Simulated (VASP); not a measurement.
# Mg2Si3N3 (P-62m) in VASP: a series of runs

The runs below take Mg2Si3N3 through single point, relaxation of cell and atoms, with PBE.

Program: VASP 6.6.1. These are calculated values, not measurements. Logs are shortened: lines on timing, memory, paths and dates and some standing lists are left out, and cuts for length are marked.

### Step 1. The cell of the first run

Symmetry: P-62m, No. 189, hexagonal system. The conventional cell has a = 6.481 Å, b = 6.481 Å, c = 2.741 Å, α = 90.00°, β = 90.00°, γ = 120.00°. Mg (site symmetry -6) has 6 N at 2.43 Å and 3 Si at 2.68 Å and 2 Mg at 2.74 Å within 3.2 Å. Within 2.4 Å of Si (site symmetry m2m) lie 2 N at 1.81 Å and 2 Si at 2.29 Å. N (site symmetry m2m) has 2 Si at 1.81 Å within 2.4 Å.

### Step 2. Single point, PBE

Contents of INCAR:

```
SYSTEM = Mg2Si3N3
ALGO = Normal
EDIFF = 1E-6
ENCUT = 600
GGA = PE
GGA_COMPAT = .FALSE.
ISIF = 2
ISMEAR = 0
LASPH = .TRUE.
LCHARG = .FALSE.
LREAL = .FALSE.
LWAVE = .FALSE.
NBANDS = 26
NELM = 120
PREC = Accurate
SIGMA = 0.1
```

Contents of KPOINTS:

```
k-points
0
G
  3 3 6
  0 0 0
```

Contents of POSCAR:

```
Mg2Si3N3
1.0
    6.4814645181      0.0000000000      0.0000000000
   -3.2407322591      5.6131129264      0.0000000000
    0.0000000000      0.0000000000      2.7412916907
Mg Si N
2 3 3
Direct
    0.6666666667      0.3333333333      0.0000000000
    0.3333333333      0.6666666667      0.0000000000
    0.0000000000      0.2043481952      0.0000000000
    0.7956518048      0.7956518048      0.0000000000
    0.2043481952      0.0000000000      0.0000000000
    0.0000000000      0.3876781681      0.5000000000
    0.6123218319      0.6123218319      0.5000000000
    0.3876781681      0.0000000000      0.5000000000
```

Potentials or basis: VASP PAW PBE potentials, release 64 (Mg, Si, N).

Started as:

```console
$ cat potpaw_PBE.64/Mg/POTCAR potpaw_PBE.64/Si/POTCAR potpaw_PBE.64/N/POTCAR > POTCAR
$ mpirun -np 1 vasp_std > vasp.out
```

OUTCAR:

```text
SYSTEM = Mg2Si3N3
   EDIFF = 1E-6
   ENCUT = 600
   GGA = PE
   ISIF = 2
   ISMEAR = 0
   LASPH = .TRUE.
   LREAL = .FALSE.
   NELM = 120
   PREC = Accurate

 ion  position               nearest neighbor table
   1  0.667  0.333  0.000-   6 2.43   6 2.43   8 2.43   8 2.43   7 2.43   7 2.43   3 2.68   5 2.68
                             4 2.68
   2  0.333  0.667  0.000-   8 2.43   8 2.43   6 2.43   6 2.43   7 2.43   7 2.43   5 2.68   3 2.68
                             4 2.68
   3  0.000  0.204  0.000-   6 1.81   6 1.81   4 2.29   5 2.29   1 2.68   2 2.68
   4  0.796  0.796  0.000-   7 1.81   7 1.81   5 2.29   3 2.29   2 2.68   1 2.68
   5  0.204  0.000  0.000-   8 1.81   8 1.81   4 2.29   3 2.29   2 2.68   1 2.68
   6  0.000  0.388  0.500-   3 1.81   3 1.81   1 2.43   1 2.43   2 2.43   2 2.43
   7  0.612  0.612  0.500-   4 1.81   4 1.81   2 2.43   2 2.43   1 2.43   1 2.43
   8  0.388  0.000  0.500-   5 1.81   5 1.81   2 2.43   2 2.43   1 2.43   1 2.43

  LATTYP: Found a hexagonal cell.
 ALAT       =     6.4814645181
 C/A-ratio  =     0.4229432535

  Lattice vectors:

 A1 = (   6.4814645181,   0.0000000000,   0.0000000000)
 A2 = (  -3.2407322591,   5.6131129264,   0.0000000000)
 A3 = (   0.0000000000,   0.0000000000,   2.7412916907)

Analysis of symmetry for initial positions (statically):
=====================================================================
 Subroutine PRICEL returns:
 Original cell was already a primitive cell.

 Routine SETGRP: Setting up the symmetry group for a
 hexagonal supercell.

 Subroutine GETGRP returns: Found 12 space group operations
 (whereof 12 operations were pure point group operations)
 out of a pool of 24 trial point group operations.

The static configuration has the point symmetry D_3h.

Analysis of symmetry for dynamics (positions and initial velocities):
=====================================================================
 Subroutine PRICEL returns:
 Original cell was already a primitive cell.

 Routine SETGRP: Setting up the symmetry group for a
 hexagonal supercell.

 Subroutine GETGRP returns: Found 12 space group operations
 (whereof 12 operations were pure point group operations)
 out of a pool of 24 trial point group operations.

The dynamic configuration has the point symmetry D_3h.

 Subroutine INISYM returns: Found 12 space group operations
 (whereof 12 operations are pure point group operations),
 and found     1 'primitive' translations

----------------------------------------------------------------------------------------

                                     Primitive cell

  volume of cell :      99.7315

  direct lattice vectors                    reciprocal lattice vectors
     6.481464518  0.000000000  0.000000000     0.154286118  0.089077132  0.000000000
    -3.240732259  5.613112926  0.000000000     0.000000000  0.178154264  0.000000000
     0.000000000  0.000000000  2.741291691     0.000000000  0.000000000  0.364791534

  length of vectors
     6.481464518  6.481464518  2.741291691     0.178154264  0.178154264  0.364791534

  position of ions in fractional coordinates (direct lattice)
     0.666666667  0.333333333  0.000000000
     0.333333333  0.666666667  0.000000000
     1.000000000  0.204348195  0.000000000
     0.795651805  0.795651805  0.000000000
     0.204348195  0.000000000  0.000000000
     1.000000000  0.387678168  0.500000000
     0.612321832  0.612321832  0.500000000
     0.387678168  0.000000000  0.500000000

  ion indices of the primitive-cell ions
   primitive index   ion index
                 1           1
                 2           2
                 3           3
                 4           4
                 5           5
                 6           6
                 7           7
                 8           8

----------------------------------------------------------------------------------------

 KPOINTS: k-points

Automatic generation of k-mesh.
 Grid dimensions read from file:
 generate k-points for:    3    3    6

 Generating k-lattice:

  Cartesian coordinates                     Fractional coordinates (reciprocal lattice)
     0.051428706  0.029692377  0.000000000     0.333333333  0.000000000  0.000000000
     0.000000000  0.059384755  0.000000000     0.000000000  0.333333333  0.000000000
     0.000000000  0.000000000  0.060798589     0.000000000  0.000000000  0.166666667

  Length of vectors
     0.059384755  0.059384755  0.060798589

  Shift w.r.t. Gamma in fractional coordinates (k-lattice)
     0.000000000  0.000000000  0.000000000

 Subroutine IBZKPT returns following result:
 ===========================================

 Found     12 irreducible k-points:

 Following reciprocal coordinates:
            Coordinates               Weight
  0.000000  0.000000  0.000000      1.000000
  0.333333 -0.000000  0.000000      6.000000
  0.333333  0.333333  0.000000      2.000000
  0.000000  0.000000  0.166667      2.000000
  0.333333 -0.000000  0.166667     12.000000
  0.333333  0.333333  0.166667      4.000000
  0.000000  0.000000  0.333333      2.000000
  0.333333 -0.000000  0.333333     12.000000
  0.333333  0.333333  0.333333      4.000000
  0.000000  0.000000  0.500000      1.000000
  0.333333 -0.000000  0.500000      6.000000
  0.333333  0.333333  0.500000      2.000000
   k-points           NKPTS =     12   k-points in BZ     NKDIM =     12   number of bands    NBANDS=     26
   number of dos      NEDOS =    301   number of ions     NIONS =      8
   total plane-waves  NPLWV =  69984
   dimension x,y,z NGX =    54 NGY =   54 NGZ =   24
   dimension x,y,z NGXF=   108 NGYF=  108 NGZF=   48
   ions per type =               2   3   3
   NGX,Y,Z   is equivalent  to a cutoff of  13.85, 13.85, 14.55 a.u.
   NGXF,Y,Z  is equivalent  to a cutoff of  27.70, 27.70, 29.11 a.u.
 SYSTEM =  Mg2Si3N3
   PREC   = accura    normal or accurate (medium, high low for compatibility)
   ISTART =      0    job   : 0-new  1-cont  2-samecut
   ICHARG =      2    charge: 1-file 2-atom 10-const
   ISPIN  =      1    spin polarized calculation?
   LNONCOLLINEAR =      F non collinear calculations
   LSORBIT =      F    spin-orbit coupling
   LASPH  =      T    aspherical Exc in radial PAW
   ENCUT  =  600.0 eV  44.10 Ry    6.64 a.u.  12.95 12.95  5.48*2*pi/ulx,y,z
   NELM   =    120;   NELMIN=  2; NELMDL= -5     # of ELM steps
   EDIFF  = 0.1E-05   stopping-criterion for ELM
   LREAL  =      F    real-space projection
   EDIFFG = 0.1E-04   stopping-criterion for IOM
   NSW    =      0    number of steps for IOM
   IBRION =     -1    ionic relax: 0-MD 1-quasi-New 2-CG
   NFREE  =      0    steps in history (QN), initial steepest desc. (CG)
   ISIF   =      2    stress and relaxation
   ISYM   =      2    0-nonsym 1-usesym 2-fastsym
   POTIM  = 0.5000    time-step for ionic-motion
   TEBEG  =    0.0;   TEEND  =   0.0 temperature during run
   PSTRESS=    0.0 pullay stress
   NELECT =      31.0000    total number of electrons
   NUPDOWN=      -1.0000    fix difference up-down
   EMIN   =  10.00;   EMAX   =-10.00  energy-range for DOS
   EFERMI =   0.00;   METHOD = LEGACY
   ISMEAR =     0;   SIGMA  =   0.10  broadening in eV -4-tet -1-fermi 0-gaus
   EFERMI_NEDOS =   21; number of points for ismear=-14 and -15
   IALGO  =     38    algorithm
   IMIX   =      4    mixing-type and parameters
     AMIX     =   0.40;   BMIX     =  1.00
     AMIX_MAG =   1.60;   BMIX_MAG =  1.00
  volume/ion in A,a.u.               =      12.47        84.13
  Fermi-wavevector in a.u.,A,eV,Ry     =   1.108965  2.095641 16.732503  1.229804
  Thomas-Fermi vector in A             =   2.245499
   LORBIT       =      0    0 simple, 1 ext, 2 COOP (PROOUT), +10 PAW based schemes
   GGA     = PE    functional components
   LHFCALC =     F    Hartree Fock is set to
   AEXX    =    0.0000 exact exchange contribution
   IVDW    =     0    specifies the selected vdW correction
   LEPSILON=     F    determine dielectric tensor
   LRPA    =     F    only Hartree local field effects (RPA)
 non-spin polarized calculation
 Gauss-broadening in eV      SIGMA  =   0.10
  energy-cutoff  :      600.00
  volume of cell :       99.73
 maximum number of plane-waves:      3375
 NGX is ok and might be reduce to    54
   NGX = 25   NGY = 25   NGZ = 11

 number of electron      30.9999999 magnetization

 Free energy of the ion-electron system (eV)
  ---------------------------------------------------
  ext. energy  EPLUGINS =         0.00000000
  ---------------------------------------------------
  free energy    TOTEN  =       -46.40019741 eV

  energy without entropy =      -46.39536638  energy(sigma->0) =      -46.39778190

 E-fermi :   7.2893     XC(G=0): -10.4651

 val. band max:        7.1914075980   @ k =   0.3333  -0.0000   0.3333
 cond. band min:       7.6426009019   @ k =   0.0000   0.0000   0.5000
 fundamental gap:      0.4511933039
 Fermi energy:         7.2893099402

 k-point     1 :       0.0000    0.0000    0.0000
  band No.  band energies     occupation
      1     -10.4266      2.00000
      2      -9.7250      2.00000
      3      -9.7250      2.00000
      4      -3.5411      2.00000
      5      -0.5648      2.00000
      6      -0.5648      2.00000
[... 18 lines left out ...]
     25      13.5118      0.00000
     26      14.7696      0.00000

 k-point     2 :       0.3333   -0.0000    0.0000
  band No.  band energies     occupation
      1     -10.2478      2.00000
      2      -9.8801      2.00000
      3      -9.7870      2.00000
      4      -3.6532      2.00000
      5      -0.7871      2.00000
      6       0.3034      2.00000
[... 18 lines left out ...]
     25      13.6185      0.00000
[... 260 lines left out ...]
     25      13.6572      0.00000
     26      13.7674      0.00000

 k-point    12 :       0.3333    0.3333    0.5000
  band No.  band energies     occupation
      1      -8.0813      2.00000
      2      -8.0813      2.00000
      3      -8.0409      2.00000
      4      -3.1031      2.00000
      5      -2.2183      2.00000
      6      -2.2183      2.00000
[... 18 lines left out ...]
     25      13.1397      0.00000
     26      13.1397      0.00000

------------------------ aborting loop because EDIFF is reached ----------------------------------------

  FORCE on cell =-STRESS in cart. coord.  units (eV):
  Direction    XX          YY          ZZ          XY          YZ          ZX
  --------------------------------------------------------------------------------------
  -------------------------------------------------------------------------------------
  Total       -0.8923073     -0.8923073      0.0986659      0.0000000      0.0000000      0.0000000
  in kB      -14.3348403    -14.3348403      1.5850594      0.0000000      0.0000000      0.0000000
  external PRESSURE =      -9.0282071 kB  Pullay stress =       0.0000000 kB

 VOLUME and BASIS-vectors are now :
 -----------------------------------------------------------------------------
  energy-cutoff  :      600.00
  volume of cell :       99.73
      direct lattice vectors                 reciprocal lattice vectors
     6.481464518  0.000000000  0.000000000     0.154286118  0.089077132  0.000000000
    -3.240732259  5.613112926  0.000000000     0.000000000  0.178154264  0.000000000
     0.000000000  0.000000000  2.741291691     0.000000000  0.000000000  0.364791534

 POSITION                                       TOTAL-FORCE (eV/Angst)
 -----------------------------------------------------------------------------------
      3.24073      1.87104      0.00000         0.000000      0.000000      0.000000
     -0.00000      3.74208      0.00000        -0.000000      0.000000      0.000000
     -0.66224      1.14703      0.00000         0.289577     -0.501562     -0.000000
      2.57849      4.46608      0.00000         0.289577      0.501562      0.000000
      1.32448      0.00000      0.00000        -0.579153      0.000000      0.000000
     -1.25636      2.17608      1.37065        -0.157141      0.272175      0.000000
      1.98437      3.43703      1.37065        -0.157141     -0.272175     -0.000000
      2.51272      0.00000      1.37065         0.314281      0.000000     -0.000000
 -----------------------------------------------------------------------------------
    total drift:                               -0.000000     -0.000000     -0.000000

  FREE ENERGIE OF THE ION-ELECTRON SYSTEM (eV)
  ---------------------------------------------------
  free  energy   TOTEN  =       -46.4001974134 eV

  energy  without entropy=      -46.3953663792  energy(sigma->0) =      -46.39778190
```

Wall time 35 s (1 thread of Intel Xeon Platinum 8559C (Emerald Rapids), shared host); peak memory 0.25 GiB.

What came out:

```yaml
Free_energy: -46.4002 eV
Pressure: -0.9 GPa
Largest_force: 0.579 eV/Å
```

Forces on the atoms (eV/Å):
```
Mg   0.000  0.000  0.000
Mg   0.000  0.000  0.000
Si   0.290 -0.502  0.000
Si   0.290  0.502  0.000
Si  -0.579  0.000  0.000
N   -0.157  0.272  0.000
N   -0.157 -0.272  0.000
N    0.314  0.000  0.000
```

Stress tensor (GPa, compression positive):
```
-1.43  0.00  0.00
 0.00 -1.43  0.00
 0.00  0.00  0.16
```

Caveat: the k points lie up to 0.38 Å⁻¹ apart.

(Part 1 of 2 ends here.)
